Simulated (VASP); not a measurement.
Input of a VASP 6.6.1 run:

The input INCAR:

```
ALGO = Normal ; EDIFF = 1E-6
EDIFFG = -0.04 ; ENCUT = 600
GGA = PE ; IBRION = 2
ISIF = 3 ; ISMEAR = 0
LASPH = True ; LCHARG = False
LREAL = False ; LWAVE = False
NELM = 80 ; NSW = 90
PREC = Accurate ; SIGMA = 0.1
```

Contents of KPOINTS:

```
k-points
0
Gamma
  6 6 6
```

File POSCAR:

```
Ta2H5
1.0
   -2.3973568100      2.3973568100      3.1462077700
    2.3973568100     -2.3973568100      3.1462077700
    2.3973568100      2.3973568100     -3.1462077700
Ta H
2 5
Direct
    0.9980131800      0.4980131800      0.5000000000
    0.5019868200      0.0019868200      0.5000000000
    0.1809897600      0.1809897600      0.3619795200
    0.8190102400      0.8190102400      0.6380204800
    0.8190102400      0.1809897600      0.0000000000
    0.1809897600      0.8190102400      0.0000000000
    0.0000000000      0.0000000000      0.0000000000
```

Potentials or basis: VASP PAW PBE potentials, release 64 (Ta_pv, H).

The run is started by

```console
$ cat potpaw_PBE.64/Ta_pv/POTCAR potpaw_PBE.64/H/POTCAR > POTCAR
$ mpirun -np 1 vasp_std > vasp.out
```

Task: What does it give for the relaxed volume?

Result: 9.72 Å³/atom.

Task: Predict the space group after relaxing (to 0.05 Å).

Result: I4/mmm (No. 139).

Task: Estimate the relaxed cell.

Result: a = 4.458 Å, b = 4.458 Å, c = 4.458 Å, α = 111.14°, β = 111.14°, γ = 106.18°.

Forces on the atoms (eV/Å):
```
Ta   0.000  0.000  0.011
Ta   0.000  0.000 -0.011
H    0.020  0.020  0.000
H   -0.020 -0.020  0.000
H    0.020 -0.020  0.000
H   -0.020  0.020  0.000
H    0.000  0.000  0.000
```
